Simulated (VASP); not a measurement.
# B27As26Se (a cell with a defect) in VASP: single point with PBE

Aim: the single point of B27As26Se (a cell with a defect) with PBE.

Program: VASP 6.6.1. These are calculated values, not measurements. Logs are shortened: lines on timing, memory, paths and dates and some standing lists are left out, and cuts for length are marked.

## 1. The cell of the first run

The cell holds a defect, 54 atoms: a = 10.134 Å, b = 10.134 Å, c = 10.134 Å, α = 60.00°, β = 60.00°, γ = 60.00°.

## 2. Single point, PBE

Input file INCAR:

```
ALGO = Normal
EDIFF = 1E-7
ENCUT = 520
GGA = PE
ISIF = 2
ISMEAR = -1
LASPH = T
LCHARG = F
LREAL = Auto
LWAVE = F
NBANDS = 142
NELECT = 216.0
NELM = 100
PREC = Accurate
SIGMA = 0.01
```

Input file KPOINTS:

```
k-points
0
Gamma
  2 2 2
```

Input file POSCAR:

```
B27As26Se
1.0
    0.0000000000      7.1655000000      7.1655000000
    7.1655000000      0.0000000000      7.1655000000
    7.1655000000      7.1655000000      0.0000000000
B Se As
27 1 26
Direct
   -0.0016967333     -0.0016967333     -0.0016967333
   -0.0016967333     -0.0016967333      0.3384235331
   -0.0006763898     -0.0006763898      0.6673430564
   -0.0016967333      0.3384235331     -0.0016967333
   -0.0006319059      0.3337488209      0.3337488209
   -0.0006319059      0.3337488209      0.6664675974
   -0.0006763898      0.6673430564     -0.0006763898
   -0.0006319059      0.6664675974      0.3337488209
   -0.0006763898      0.6673430564      0.6673430564
    0.3384235331     -0.0016967333     -0.0016967333
    0.3337488209     -0.0006319059      0.3337488209
    0.3337488209     -0.0006319059      0.6664675974
    0.3337488209      0.3337488209     -0.0006319059
    0.3333333333      0.3333333333      0.3333333333
    0.3337488209      0.3337488209      0.6664675974
    0.3337488209      0.6664675974     -0.0006319059
    0.3337488209      0.6664675974      0.3337488209
    0.3334498610      0.6666278241      0.6666278241
    0.6673430564     -0.0006763898     -0.0006763898
    0.6664675974     -0.0006319059      0.3337488209
    0.6673430564     -0.0006763898      0.6673430564
    0.6664675974      0.3337488209     -0.0006319059
    0.6664675974      0.3337488209      0.3337488209
    0.6666278241      0.3334498610      0.6666278241
    0.6673430564      0.6673430564     -0.0006763898
    0.6666278241      0.6666278241      0.3334498610
    0.6666278241      0.6666278241      0.6666278241
    0.0833333333      0.0833333333      0.0833333333
    0.0841844336      0.0841844336      0.4167915485
    0.0841844336      0.0841844336      0.7481729177
    0.0841844336      0.4167915485      0.0841844336
    0.0835253179      0.4166026718      0.4166026718
    0.0841844336      0.4167915485      0.7481729177
    0.0841844336      0.7481729177      0.0841844336
    0.0841844336      0.7481729177      0.4167915485
    0.0837747560      0.7498528591      0.7498528591
    0.4167915485      0.0841844336      0.0841844336
    0.4166026718      0.0835253179      0.4166026718
    0.4167915485      0.0841844336      0.7481729177
    0.4166026718      0.4166026718      0.0835253179
    0.4166026718      0.4166026718      0.4166026718
    0.4169259726      0.4169259726      0.7497406941
    0.4167915485      0.7481729177      0.0841844336
    0.4169259726      0.7497406941      0.4169259726
    0.4169259726      0.7497406941      0.7497406941
    0.7481729177      0.0841844336      0.0841844336
    0.7481729177      0.0841844336      0.4167915485
    0.7498528591      0.0837747560      0.7498528591
    0.7481729177      0.4167915485      0.0841844336
    0.7497406941      0.4169259726      0.4169259726
    0.7497406941      0.4169259726      0.7497406941
    0.7498528591      0.7498528591      0.0837747560
    0.7497406941      0.7497406941      0.4169259726
    0.7498528591      0.7498528591      0.7498528591
```

Potentials or basis: VASP PAW PBE potentials, release 64 (B, Se, As).

Launch:

```bash
> cat potpaw_PBE.64/B/POTCAR potpaw_PBE.64/Se/POTCAR potpaw_PBE.64/As/POTCAR > POTCAR
> mpirun -np 1 vasp_std > vasp.out
```

OUTCAR:

```text
EDIFF = 1E-7
   ENCUT = 520
   GGA = PE
   ISIF = 2
   ISMEAR = -1
   LASPH = T
   LREAL = Auto
   NELECT = 216.0
   NELM = 100
   PREC = Accurate

 ion  position               nearest neighbor table
   1  0.998  0.998  0.998-  30 2.07  34 2.07  46 2.07  28 2.11
   2  0.998  0.998  0.338-  35 2.07  47 2.07  29 2.07  28 2.11
   3  0.999  0.999  0.667-  36 2.06  48 2.06  29 2.07  30 2.07
   4  0.998  0.338  0.998-  33 2.07  49 2.07  31 2.07  28 2.11
   5  0.999  0.334  0.334-  29 2.06  31 2.06  50 2.07  32 2.07
   6  0.999  0.334  0.666-  30 2.06  33 2.06  51 2.07  32 2.07
[... 46 lines left out ...]
  53  0.750  0.750  0.417-   8 2.07  20 2.07  27 2.07  26 2.07
  54  0.750  0.750  0.750-   9 2.06  21 2.06  25 2.06  27 2.07

  LATTYP: Found a face centered cubic cell.
 ALAT       =    14.3310000000

  Lattice vectors:

 A1 = (   0.0000000000,   7.1655000000,   7.1655000000)
 A2 = (   7.1655000000,   0.0000000000,   7.1655000000)
 A3 = (   7.1655000000,   7.1655000000,   0.0000000000)

Analysis of symmetry for initial positions (statically):
=====================================================================
 Subroutine PRICEL returns:
 Original cell was already a primitive cell.

 Routine SETGRP: Setting up the symmetry group for a
 face centered cubic supercell.

 Subroutine GETGRP returns: Found 24 space group operations
 (whereof  6 operations were pure point group operations)
 out of a pool of 48 trial point group operations.

The static configuration has the point symmetry C_3v.
 The point group associated with its full space group is T_d .

Analysis of symmetry for dynamics (positions and initial velocities):
=====================================================================
 Subroutine PRICEL returns:
 Original cell was already a primitive cell.

 Routine SETGRP: Setting up the symmetry group for a
 face centered cubic supercell.

 Subroutine GETGRP returns: Found 24 space group operations
 (whereof  6 operations were pure point group operations)
 out of a pool of 48 trial point group operations.

The dynamic configuration has the point symmetry C_3v.
 The point group associated with its full space group is T_d .

 Subroutine INISYM returns: Found 24 space group operations
 (whereof  6 operations are pure point group operations),
 and found     1 'primitive' translations

----------------------------------------------------------------------------------------

                                     Primitive cell

  volume of cell :     735.8165

  direct lattice vectors                    reciprocal lattice vectors
     0.000000000  7.165500000  7.165500000    -0.069778801  0.069778801  0.069778801
     7.165500000  0.000000000  7.165500000     0.069778801 -0.069778801  0.069778801
     7.165500000  7.165500000  0.000000000     0.069778801  0.069778801 -0.069778801

  length of vectors
    10.133547281 10.133547281 10.133547281     0.120860429  0.120860429  0.120860429

  position of ions in fractional coordinates (direct lattice)
     0.998303267  0.998303267  0.998303267
     0.998303267  0.998303267  0.338423533
     0.999323610  0.999323610  0.667343056
     0.998303267  0.338423533  0.998303267
     0.999368094  0.333748821  0.333748821
     0.999368094  0.333748821  0.666467597
[... 46 lines left out ...]
     0.749740694  0.749740694  0.416925973
     0.749852859  0.749852859  0.749852859

  ion indices of the primitive-cell ions
   primitive index   ion index
                 1           1
                 2           2
                 3           3
                 4           4
                 5           5
                 6           6
[... 46 lines left out ...]
                53          53
                54          54

----------------------------------------------------------------------------------------

 KPOINTS: k-points

Automatic generation of k-mesh.
 Grid dimensions read from file:
 generate k-points for:    2    2    2

 Generating k-lattice:

  Cartesian coordinates                     Fractional coordinates (reciprocal lattice)
    -0.034889401  0.034889401  0.034889401     0.500000000  0.000000000  0.000000000
     0.034889401 -0.034889401  0.034889401     0.000000000  0.500000000  0.000000000
     0.034889401  0.034889401 -0.034889401     0.000000000  0.000000000  0.500000000

  Length of vectors
     0.060430214  0.060430214  0.060430214

  Shift w.r.t. Gamma in fractional coordinates (k-lattice)
     0.000000000  0.000000000  0.000000000

 Subroutine IBZKPT returns following result:
 ===========================================

 Found      3 irreducible k-points:

 Following reciprocal coordinates:
            Coordinates               Weight
  0.000000  0.000000  0.000000      1.000000
  0.500000  0.000000  0.000000      4.000000
  0.500000  0.500000  0.000000      3.000000
   k-points           NKPTS =      3   k-points in BZ     NKDIM =      3   number of bands    NBANDS=    142
   number of dos      NEDOS =    301   number of ions     NIONS =     54
   total plane-waves  NPLWV = 512000
   dimension x,y,z NGX =    80 NGY =   80 NGZ =   80
   dimension x,y,z NGXF=   160 NGYF=  160 NGZF=  160
   ions per type =              27   1  26
   NGX,Y,Z   is equivalent  to a cutoff of  13.12, 13.12, 13.12 a.u.
   NGXF,Y,Z  is equivalent  to a cutoff of  26.25, 26.25, 26.25 a.u.
 SYSTEM =  unknown system
   PREC   = accura    normal or accurate (medium, high low for compatibility)
   ISTART =      0    job   : 0-new  1-cont  2-samecut
   ICHARG =      2    charge: 1-file 2-atom 10-const
   ISPIN  =      1    spin polarized calculation?
   LNONCOLLINEAR =      F non collinear calculations
   LSORBIT =      F    spin-orbit coupling
   LASPH  =      T    aspherical Exc in radial PAW
   ENCUT  =  520.0 eV  38.22 Ry    6.18 a.u.  18.84 18.84 18.84*2*pi/ulx,y,z
   NELM   =    100;   NELMIN=  2; NELMDL= -5     # of ELM steps
   EDIFF  = 0.1E-06   stopping-criterion for ELM
   LREAL  =      T    real-space projection
   EDIFFG = 0.1E-05   stopping-criterion for IOM
   NSW    =      0    number of steps for IOM
   IBRION =     -1    ionic relax: 0-MD 1-quasi-New 2-CG
   NFREE  =      0    steps in history (QN), initial steepest desc. (CG)
   ISIF   =      2    stress and relaxation
   ISYM   =      2    0-nonsym 1-usesym 2-fastsym
   POTIM  = 0.5000    time-step for ionic-motion
   TEBEG  =    0.0;   TEEND  =   0.0 temperature during run
   PSTRESS=    0.0 pullay stress
   NELECT =     216.0000    total number of electrons
   NUPDOWN=      -1.0000    fix difference up-down
   EMIN   =  10.00;   EMAX   =-10.00  energy-range for DOS
   EFERMI =   0.00;   METHOD = LEGACY
   ISMEAR =    -1;   SIGMA  =   0.01  broadening in eV -4-tet -1-fermi 0-gaus
   EFERMI_NEDOS =   21; number of points for ismear=-14 and -15
   IALGO  =     38    algorithm
   IMIX   =      4    mixing-type and parameters
     AMIX     =   0.40;   BMIX     =  1.00
     AMIX_MAG =   1.60;   BMIX_MAG =  1.00
  volume/ion in A,a.u.               =      13.63        91.95
  Fermi-wavevector in a.u.,A,eV,Ry     =   1.088018  2.056057 16.106360  1.183784
  Thomas-Fermi vector in A             =   2.224191
   LORBIT       =      0    0 simple, 1 ext, 2 COOP (PROOUT), +10 PAW based schemes
   GGA     = PE    functional components
   LHFCALC =     F    Hartree Fock is set to
   AEXX    =    0.0000 exact exchange contribution
   IVDW    =     0    specifies the selected vdW correction
   LEPSILON=     F    determine dielectric tensor
   LRPA    =     F    only Hartree local field effects (RPA)
 non-spin polarized calculation
  energy-cutoff  :      520.00
  volume of cell :      735.82
 maximum number of plane-waves:     19902
 NGX is ok and might be reduce to    80
   NGX = 37   NGY = 37   NGZ = 37

 number of electron     215.9999998 magnetization

 Free energy of the ion-electron system (eV)
  ---------------------------------------------------
  ext. energy  EPLUGINS =         0.00000000
  ---------------------------------------------------
  free energy    TOTEN  =      -311.86632012 eV

  energy without entropy =     -311.86632012  energy(sigma->0) =     -311.86632012

 E-fermi :   6.3436     XC(G=0): -10.5658

 val. band max:        6.1130181458   @ k =   0.0000   0.0000   0.0000
 cond. band min:       7.1453272573   @ k =   0.0000   0.0000   0.0000
 fundamental gap:      1.0323091115
 Fermi energy:         6.3436381752

 k-point     1 :       0.0000    0.0000    0.0000
  band No.  band energies     occupation
      1     -10.0663      2.00000
      2      -8.9290      2.00000
      3      -7.5388      2.00000
      4      -7.5388      2.00000
      5      -7.5388      2.00000
      6      -7.5174      2.00000
[... 112 lines left out ...]
    119       8.6170      0.00000
    120       8.6170      0.00000

 k-point     2 :       0.5000    0.0000    0.0000
  band No.  band energies     occupation
      1     -10.0288      2.00000
      2      -8.7616      2.00000
      3      -8.4750      2.00000
      4      -7.6625      2.00000
      5      -7.6625      2.00000
      6      -7.5942      2.00000
[... 112 lines left out ...]
    119       8.8566      0.00000
    120       8.9068      0.00000

 k-point     3 :       0.5000    0.5000    0.0000
  band No.  band energies     occupation
      1     -10.0187      2.00000
      2      -8.6286      2.00000
      3      -8.4020      2.00000
      4      -8.0596      2.00000
      5      -8.0596      2.00000
      6      -8.0362      2.00000
[... 112 lines left out ...]
    119       9.2430      0.00000
    120       9.2454      0.00000
 [bands above 120 left out]

------------------------ aborting loop because EDIFF is reached ----------------------------------------

  FORCE on cell =-STRESS in cart. coord.  units (eV):
  Direction    XX          YY          ZZ          XY          YZ          ZX
  --------------------------------------------------------------------------------------
  -------------------------------------------------------------------------------------
  Total        6.4371024      6.4371024      6.4371024      0.0000000      0.0000000      0.0000000
  in kB       14.0162394     14.0162394     14.0162394      0.0000000      0.0000000      0.0000000
  external PRESSURE =      14.0162394 kB  Pullay stress =       0.0000000 kB

 VOLUME and BASIS-vectors are now :
 -----------------------------------------------------------------------------
  energy-cutoff  :      520.00
  volume of cell :      735.82
      direct lattice vectors                 reciprocal lattice vectors
     0.000000000  7.165500000  7.165500000    -0.069778801  0.069778801  0.069778801
     7.165500000  0.000000000  7.165500000     0.069778801 -0.069778801  0.069778801
     7.165500000  7.165500000  0.000000000     0.069778801  0.069778801 -0.069778801

 POSITION                                       TOTAL-FORCE (eV/Angst)
 -----------------------------------------------------------------------------------
     14.30668     14.30668     14.30668         0.016405      0.016405      0.016405
      9.57832      9.57832     14.30668        -0.016405     -0.016405      0.016405
     11.94250     11.94250     14.32131        -0.000000     -0.000000      0.004605
      9.57832     14.30668      9.57832        -0.016405      0.016405     -0.016405
      4.78295      9.55245      9.55245        -0.000717     -0.001770     -0.001770
      7.16705     11.93655      9.55245         0.001770      0.000717     -0.001770
[... 46 lines left out ...]
      8.35975      8.35975     10.74453        -0.000000     -0.000000     -0.004967
     10.74614     10.74614     10.74614        -0.003105     -0.003105     -0.003105
 -----------------------------------------------------------------------------------
    total drift:                                0.000001      0.000001      0.000001

  FREE ENERGIE OF THE ION-ELECTRON SYSTEM (eV)
  ---------------------------------------------------
  free  energy   TOTEN  =      -311.8663201200 eV

  energy  without entropy=     -311.8663201200  energy(sigma->0) =     -311.86632012
```

It took 22 min on 1 thread of Oxide Virtual Turin-like, shared host; peak memory 1 GiB.

What came out:

| Quantity | Value |
| --- | --- |
| Free energy | -311.8663 eV |
| Largest force | 0.028 eV/Å |

Forces on the atoms (eV/Å):
```
B    0.016  0.016  0.016
B   -0.016 -0.016  0.016
B    0.000  0.000  0.005
B   -0.016  0.016 -0.016
B   -0.001 -0.002 -0.002
B    0.002  0.001 -0.002
B    0.000  0.005  0.000
B    0.002 -0.002  0.001
B   -0.005  0.000  0.000
B    0.016 -0.016 -0.016
B   -0.002 -0.001 -0.002
B    0.001  0.002 -0.002
B   -0.002 -0.002 -0.001
B    0.000  0.000  0.000
B    0.002  0.002 -0.001
B    0.001 -0.002  0.002
B    0.002 -0.001  0.002
B    0.002 -0.002 -0.002
B    0.005  0.000  0.000
B   -0.002  0.002  0.001
B    0.000 -0.005  0.000
B   -0.002  0.001  0.002
B   -0.001  0.002  0.002
B   -0.002  0.002 -0.002
B    0.000  0.000 -0.005
B   -0.002 -0.002  0.002
B    0.002  0.002  0.002
Se   0.000  0.000  0.000
As   0.005  0.005  0.001
As  -0.005 -0.005  0.001
As   0.005  0.001  0.005
As  -0.001  0.001  0.001
As  -0.001 -0.005  0.005
As  -0.005  0.001 -0.005
As  -0.001  0.005 -0.005
As  -0.003  0.003  0.003
As   0.001  0.005  0.005
As   0.001 -0.001  0.001
As  -0.005 -0.001  0.005
As   0.001  0.001 -0.001
As  -0.001 -0.001 -0.001
As   0.000  0.000  0.005
As  -0.005  0.005 -0.001
As   0.000  0.005  0.000
As  -0.005  0.000  0.000
As   0.001 -0.005 -0.005
As   0.005 -0.001 -0.005
As   0.003 -0.003  0.003
As   0.005 -0.005 -0.001
As   0.005  0.000  0.000
As   0.000 -0.005  0.000
As   0.003  0.003 -0.003
As   0.000  0.000 -0.005
As  -0.003 -0.003 -0.003
```

Caveat: the cell carries a net charge on a neutralising background, which shifts energy and pressure; the cell is charged against a uniform background, so pressure and absolute levels hang on convention.
